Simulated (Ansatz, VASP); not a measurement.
# Pt: VASP beside Ansatz

File POSCAR:

```
Pt
1.0
    0.0000000000      1.9715751809      1.9715751809
    1.9715751809      0.0000000000      1.9715751809
    1.9715751809      1.9715751809      0.0000000000
Pt
1
Direct
    0.0000000000      0.0000000000      0.0000000000
```

File INCAR.step1:

```
  PREC = Accurate
  ENCUT = 520
  ISMEAR = -1
  SIGMA = 0.05
  LREAL = False
  LASPH = True
  NELM = 60
  NBANDS = 11
  GGA = PE
  ALGO = Normal
  EDIFF = 1E-4
  LWAVE = True
  LCHARG = False
```

File INCAR.step2:

```
  PREC = Accurate
  ENCUT = 520
  EDIFF = 1E-8
  ISMEAR = -1
  SIGMA = 0.05
  LREAL = False
  LASPH = True
  NELM = 60
  ALGO = Normal
  ISIF = 2
  LWAVE = False
  LCHARG = False
  METAGGA = R2SCAN
  LMIXTAU = True
  LEFG = True
  NBANDS = 11
  ISTART = 1
```

File KPOINTS:

```
Automatic mesh
0
Gamma
  16 16 16
```

Input for Ansatz:

```yaml
crystal:
  lattice:
    - [0.0, 1.9715751809, 1.9715751809]
    - [1.9715751809, 0.0, 1.9715751809]
    - [1.9715751809, 1.9715751809, 0.0]
  atoms:
    - { symbol: Pt, position: [0.0, 0.0, 0.0] }
kpoints:
  mp_grid: { grid: [16, 16, 16] }
  band_path:
    path:
      - [0.0, 0.0, 0.0]
      - [0.5, 0.0, 0.5]
      - [0.625, 0.25, 0.625]
      - [0.375, 0.375, 0.75]
      - [0.0, 0.0, 0.0]
      - [0.5, 0.5, 0.5]
      - [0.5, 0.25, 0.75]
      - [0.5, 0.0, 0.5]
    npoints: 5
scf:
  occupations: { method: fermi_dirac, width: 0.05 }
hamiltonian:
  xc: r2scan
  pseudopotentials: { kind: paw }
output:
  forces: true
  stress: true
  eigenvalues: true
  efg: { contact_densities: true }
```

Alike in both runs: task electric field gradients; functional r2SCAN; k mesh 16 × 16 × 16; occupations fermi-dirac, width 0.05 eV; no spin polarisation.

|  | VASP | Ansatz |
| --- | --- | --- |
| version | VASP 6.6.1 | Ansatz 0.2.0 |
| potentials or method | VASP PAW PBE potentials, release 64 (Pt) | PAW with Ansatz's default frozen-core files, scalar-relativistic |
| plane-wave cutoff (eV) | 520 | 500 |
| valence electrons in the cell | 10 | 18 |

```tsv
	VASP	Ansatz	Ansatz less VASP
pressure (GPa)	0.0	-0.7	-0.67
```

VASP's potentials were made for PBE, not for r2SCAN. With one functional, cell and mesh, what is left measures potentials, basis and numerics. VASP's potentials hold 10 valence electrons a cell and Ansatz's 18, so a difference there can come from the potentials and not from the codes.

Spin-orbit coupling is off throughout.
